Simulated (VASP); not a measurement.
Os: single point with PBE exchange alone

The system is Os.

```
Os
1.0
     2.67829    0.00000    0.00000
    -1.33914    2.31946    0.00000
     0.00000    0.00000    4.23152
Os
2
Direct
  0.66667 0.33333 0.75000
  0.33333 0.66667 0.25000
```

- Program: VASP 6.6.1
- Task: single point
- Functional: PBE exchange alone
- Potentials or basis: VASP PAW PBE potentials, release 64 (Os)
- Cutoff: 520 eV
- k mesh: 11 × 11 × 6
- Occupations: fermi-dirac, width 0.05 eV
- Spin: no spin polarisation

```
Pressure               : 83.1 GPa
Band gap on the k mesh : zero (bands 8 and 9 overlap by 4.30 eV)
```

Stress tensor (GPa, compression positive):
```
81.98  0.00  0.00
 0.00 81.98  0.00
 0.00  0.00 85.24
```

Levels at points of the mesh, in eV from the Fermi level:
| k point | band 6 | band 7 | band 8 | band 9 | band 10 | band 11 |
| --- | --- | --- | --- | --- | --- | --- |
| (0.00, 0.00, 0.00) | -2.39 | -2.39 | -1.68 | -1.68 | 0.31 | 1.90 |
| (0.00, 0.00, 0.50) | -3.52 | -3.52 | -3.52 | 1.04 | 1.04 | 1.04 |

Wall time 61 s on 1 thread of AMD EPYC 7R43 64-Core Processor (Zen 3), on a shared host, peak memory 0.1 GiB.

Caveat: the cell stands under pressure; spin-orbit coupling is left out, which moves the levels of the heavy elements.
